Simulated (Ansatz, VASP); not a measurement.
**ZrS in VASP and in Ansatz**

```
Zr S
1.0
     0.00000    2.57328    2.65165
     2.57328    0.00000    2.65165
     2.57328    2.57328    0.00000
Zr S
1 1
Direct
  0.00000 0.00000 0.00000
  0.50000 0.50000 0.50000
```

Change from the starting cell: strain -0.015 along x and y, +0.015 along z, atoms carried along.

Alike in both runs: task single point; functional r2SCAN; k mesh 20 × 20 × 20; occupations gaussian, width 0.15 eV; no spin polarisation.

|  | VASP | Ansatz |
| --- | --- | --- |
| version | VASP 6.6.1 | Ansatz 0.2.0 |
| potentials or method | VASP PAW PBE potentials, release 64 (Zr_sv, S), cutoff 520 eV | scalar-relativistic, plane waves, PAW |
| valence electrons in the cell | 18 | 18 |

```tsv
	VASP	Ansatz	Ansatz less VASP
gap on the k mesh at the Fermi level (eV)	none	none	-
pressure (GPa)	2.5	2.5	0.00
traceless stress, the component that is largest in VASP (GPa)	-5.70	-5.69	+0.010
```

VASP's potentials were made for PBE, not for r2SCAN. A gap of «none» marks a metal or a gap that the smearing closes.
